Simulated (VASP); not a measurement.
Here is a VASP 6.6.1 calculation.

The input INCAR:

```
SYSTEM = Sc2AlN3
ALGO = Normal
EDIFF = 1E-6
EDIFFG = -0.04
ENCUT = 600
GGA = PE
IBRION = 2
ISIF = 3
ISMEAR = 0
LASPH = .True.
LCHARG = .False.
LREAL = .False.
LWAVE = .False.
NELM = 100
NSW = 90
PREC = Accurate
SIGMA = 0.1
```

KPOINTS

```
k-points
0
Gamma
  4 4 4
  0 0 0
```

The input POSCAR:

```
Sc2AlN3
1.0
    3.9392560200      0.0000000000      0.0000000000
    0.0000000000      3.9392560200      0.0000000000
    0.0000000000      0.0000000000      6.5899767900
Sc Al N
2 1 3
Direct
    0.0000000000      0.5000000000      0.0000000000
    0.5000000000      0.0000000000      0.0000000000
    0.5000000000      0.5000000000      0.5000000000
    0.5000000000      0.5000000000      0.1321156600
    0.5000000000      0.5000000000      0.8678843400
    0.0000000000      0.0000000000      0.5000000000
```

Potentials or basis: VASP PAW PBE potentials, release 64 (Sc_sv, Al, N).

Launch:

```console
$ cat potpaw_PBE.64/Sc_sv/POTCAR potpaw_PBE.64/Al/POTCAR potpaw_PBE.64/N/POTCAR > POTCAR
$ mpirun -np 1 vasp_std > vasp.out
```

Question: Predict the space group after relaxing (to 0.1 Å).

Answer: P4/mmm (No. 123).

Question: Predict the relaxed volume.

Answer: 14.03 Å³/atom.

Question: Predict the band gap on the k mesh.

Answer: Zero (bands 20 and 21 overlap by 1.69 eV).

Question: Predict the relaxed cell.

Answer: a = 4.137 Å, b = 4.137 Å, c = 4.918 Å, α = 90.00°, β = 90.00°, γ = 90.00°.

Final structure:
```
CELL_PARAMETERS angstrom
4.13697 0.00000 0.00000
0.00000 4.13697 0.00000
0.00000 0.00000 4.91778
ATOMIC_POSITIONS crystal
Sc 0.00000 0.50000 0.00000
Sc 0.50000 0.00000 0.00000
Al 0.50000 0.50000 0.50000
N 0.50000 0.50000 0.14193
N 0.50000 0.50000 0.85807
N 0.00000 0.00000 0.50000
```

Caveat: the k points lie up to 0.38 Å⁻¹ apart in the final cell, too coarse for converged energies and pressures of a metal; the volume moved by over 15 % at a fixed basis, so the end points are rough.
